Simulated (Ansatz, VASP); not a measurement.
## Two plane-wave programs on ZnS

INCAR

```
PREC = Accurate
ENCUT = 600
EDIFF = 1E-6
ISMEAR = 0
SIGMA = 0.1
LREAL = F
LASPH = T
NELM = 60
ALGO = Normal
ISIF = 3
LWAVE = F
LCHARG = F
GGA = PE
IBRION = 2
NSW = 90
EDIFFG = -0.04
```

Contents of KPOINTS:

```
Automatic mesh
0
Gamma
  6 6 4
```

POSCAR

```
ZnS
1.0
    3.3234615200      0.0000000000      0.0000000000
   -1.6617307600      2.8782021100      0.0000000000
    0.0000000000      0.0000000000      4.8966809400
Zn S
1 1
Direct
    0.0000000000      0.0000000000      0.5000000000
    0.0000000000      0.0000000000      0.0000000000
```

Input for Ansatz:

```yaml
crystal:
  lattice:
    - [3.32346152, 0.0, 0.0]
    - [-1.66173076, 2.87820211, 0.0]
    - [0.0, 0.0, 4.89668094]
  atoms:
    - { symbol: Zn, position: [0.0, 0.0, 0.5] }
    - { symbol: S, position: [0.0, 0.0, 0.0] }
basis:
  ecutwfc: 420
kpoints:
  mp_grid: { grid: [6, 6, 4] }
hamiltonian:
  xc: pbe
scf:
  occupations: { method: gaussian, width: 0.1 }
  lower_state_search: "off"
output:
  forces: true
  stress: true
  eigenvalues: true
relax:
  adjacent_minimum: "off"
  f_tol: 0.04
  max_steps: 70
  cell: { stress_tol: 0.4 }
```

Alike in both runs: task relaxation of cell and atoms; functional PBE; k mesh 6 × 6 × 4; occupations gaussian, width 0.1 eV; no spin polarisation.

```csv
,VASP,Ansatz
version,VASP 6.6.1,Ansatz 0.2.0
potentials or method,"VASP PAW PBE potentials, release 64 (Zn, S), cutoff 600 eV","scalar-relativistic, plane waves, PAW"
valence electrons in the cell,18,18
```

|  | VASP | Ansatz | Ansatz less VASP |
| --- | --- | --- | --- |
| relaxed volume (Å³/atom) | 43.63 | 16.83 | -26.806 |
| relaxed cell length with the largest relative difference (Å) | 4.913 | 2.618 | -2.2950 |

One of these differences is far larger than is usual between the two programs; its cause wasn't traced.

Noted on VASP's run: the volume moved by over 15 % at a fixed basis, so the end points are rough.
